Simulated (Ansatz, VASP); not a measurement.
Os in VASP and in Ansatz

The input INCAR:

```
  PREC = Accurate
  ENCUT = 520
  EDIFF = 1E-7
  ISMEAR = -1
  SIGMA = 0.08
  LREAL = F
  LASPH = T
  NELM = 100
  ALGO = Normal
  ISIF = 2
  LWAVE = F
  LCHARG = T
  GGA = CA
  LELF = T
  LVHAR = T
  NBANDS = 19
```

The input KPOINTS:

```
Automatic mesh
0
Gamma
  17 17 6
```

The input POSCAR:

```
Os
1.0
    0.0000000000      1.9015150805     -1.9015150805
   -1.9015150805      0.0000000000      1.9015150805
    3.8030301609      3.8030301609      3.8030301609
Os
3
Direct
    0.0000000000      0.0000000000      0.0000000000
    0.3333333330      0.6666666670      0.3333333330
    0.6666666670      0.3333333330      0.6666666670
```

Input for Ansatz:

```yaml
crystal:
  lattice:
    - [0.0, 1.9015150805, -1.9015150805]
    - [-1.9015150805, 0.0, 1.9015150805]
    - [3.8030301609, 3.8030301609, 3.8030301609]
  atoms:
    - { symbol: Os, position: [0.0, 0.0, 0.0] }
    - { symbol: Os, position: [0.333333333, 0.666666667, 0.333333333] }
    - { symbol: Os, position: [0.666666667, 0.333333333, 0.666666667] }
kpoints:
  mp_grid: { grid: [17, 17, 6] }
scf:
  occupations: { method: fermi_dirac, width: 0.08 }
hamiltonian:
  xc: lda
  pseudopotentials: { kind: all_electron, lapw: { basis_error: 0.001 } }
output:
  forces: true
  stress: true
  eigenvalues: true
```

Alike in both runs: task single point; functional LDA; k mesh 17 × 17 × 6; occupations fermi-dirac, width 0.08 eV; no spin polarisation.

```csv
,VASP,Ansatz
version,VASP 6.6.1,Ansatz 0.2.0
potentials or method,"VASP PAW LDA potentials, release 64 (Os), cutoff 520 eV","all-electron LAPW, scalar-relativistic"
```

Ansatz gave:

```
pressure (GPa) : 0.0
```

Estimate VASP's values.

pressure (GPa): 1.0.

LDA's correlation is that of Perdew and Zunger in VASP and of Perdew and Wang (1992) in Ansatz. Ansatz ran all-electron here, and VASP with PAW potentials.

Neither program's run includes spin-orbit coupling.
